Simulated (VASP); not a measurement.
Here is a VASP 6.6.1 calculation.

Contents of INCAR:

```
PREC     = Accurate       # precision mode
ENCUT    = 600            # plane-wave cutoff, eV
EDIFF    = 1E-6           # SCF threshold, eV
ISMEAR   = 0              # smearing method
SIGMA    = 0.01           # smearing width, eV
LREAL    = False          # projectors in reciprocal space
LASPH    = True           # aspherical terms in the spheres
NELM     = 120            # most SCF steps
ALGO     = Normal         # electronic algorithm
ISIF     = 2              # what is computed and relaxed
LWAVE    = False          # write WAVECAR
LCHARG   = False          # write CHGCAR
GGA      = PE             # functional
NBANDS   = 11             # bands
GGA_COMPAT= False
```

Contents of KPOINTS:

```
regular mesh
0
Gamma
  8 8 8
```

File POSCAR:

```
AlN
1.0
    0.0000000000      1.9949108661      1.9949108661
    1.9949108661      0.0000000000      1.9949108661
    1.9949108661      1.9949108661      0.0000000000
Al N
1 1
Direct
    0.0000000000      0.0000000000      0.0000000000
    0.5000000000      0.5000000000      0.5000000000
```

Potentials or basis: VASP PAW PBE potentials, release 64 (Al, N).

Run with:

```bash
$ cat potpaw_PBE.64/Al/POTCAR potpaw_PBE.64/N/POTCAR > POTCAR
$ mpirun -np 1 vasp_std > vasp.out
```

Question: What does it give for the band gap on the k mesh?

Answer: 5.00 eV, indirect (least direct gap 6.27 eV).

Question: Estimate the pressure.

Answer: 16.6 GPa.

A k mesh can miss the band edges.
